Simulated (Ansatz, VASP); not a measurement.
## In3Sb: VASP beside Ansatz

Contents of POSCAR:

```
In3Sb
1.0
    4.8369620000      0.0000000000      0.0000000000
    0.0000000000      4.8369620000      0.0000000000
    0.0000000000      0.0000000000      4.8369620000
In Sb
3 1
Direct
    0.5000000000      0.5000000000      0.0000000000
    0.5000000000      0.0000000000      0.5000000000
    0.0000000000      0.5000000000      0.5000000000
    0.0000000000      0.0000000000      0.0000000000
```

INCAR.step1

```
  PREC = Accurate
  ENCUT = 520
  ISMEAR = 0
  SIGMA = 0.1
  LREAL = F
  LASPH = T
  NELM = 60
  NBANDS = 30
  GGA = PE
  ALGO = Normal
  EDIFF = 1E-4
  LWAVE = T
  LCHARG = F
```

File INCAR.step2:

```
  PREC = Accurate
  ENCUT = 520
  EDIFF = 1E-6
  ISMEAR = 0
  SIGMA = 0.1
  LREAL = F
  LASPH = T
  NELM = 60
  ALGO = Normal
  ISIF = 2
  LWAVE = F
  LCHARG = F
  METAGGA = R2SCAN
  LMIXTAU = T
  NBANDS = 30
  ISTART = 1
```

Contents of KPOINTS:

```
Automatic mesh
0
Gamma
  10 10 10
```

Input for Ansatz:

```yaml
crystal:
  lattice:
    - [4.836962, 0.0, 0.0]
    - [0.0, 4.836962, 0.0]
    - [0.0, 0.0, 4.836962]
  atoms:
    - { symbol: In, position: [0.5, 0.5, 0.0] }
    - { symbol: In, position: [0.5, 0.0, 0.5] }
    - { symbol: In, position: [0.0, 0.5, 0.5] }
    - { symbol: Sb, position: [0.0, 0.0, 0.0] }
basis:
  ecutwfc: 500
kpoints:
  mp_grid: { grid: [10, 10, 10] }
hamiltonian:
  xc: r2scan
scf:
  occupations: { method: gaussian, width: 0.1 }
output:
  forces: true
  stress: true
  eigenvalues: true
  populations: true
  write_density: true
  write_potential: true
  elf: true
  volumetric_format: npy
```

Alike in both runs: task single point; functional r2SCAN; k mesh 10 × 10 × 10; occupations gaussian, width 0.1 eV; no spin polarisation.

```csv
,VASP,Ansatz
version,VASP 6.6.1,Ansatz 0.2.0
potentials or method,"VASP PAW PBE potentials, release 64 (In_d, Sb), cutoff 520 eV","scalar-relativistic, plane waves, PAW"
valence electrons in the cell,44,54
```

|  | VASP | Ansatz | Ansatz less VASP |
| --- | --- | --- | --- |
| gap on the k mesh at the Fermi level (eV) | none | none | - |
| pressure (GPa) | -1.2 | -1.2 | +0.01 |

VASP's potentials were made for PBE, not for r2SCAN. A gap of «none» marks a metal or a gap that the smearing closes. The functional is the same, so the differences come from potentials, cutoffs and numerics. VASP's potentials hold 44 valence electrons a cell and Ansatz's 54, so a difference there can come from the potentials and not from the codes.

Spin-orbit coupling is off throughout.
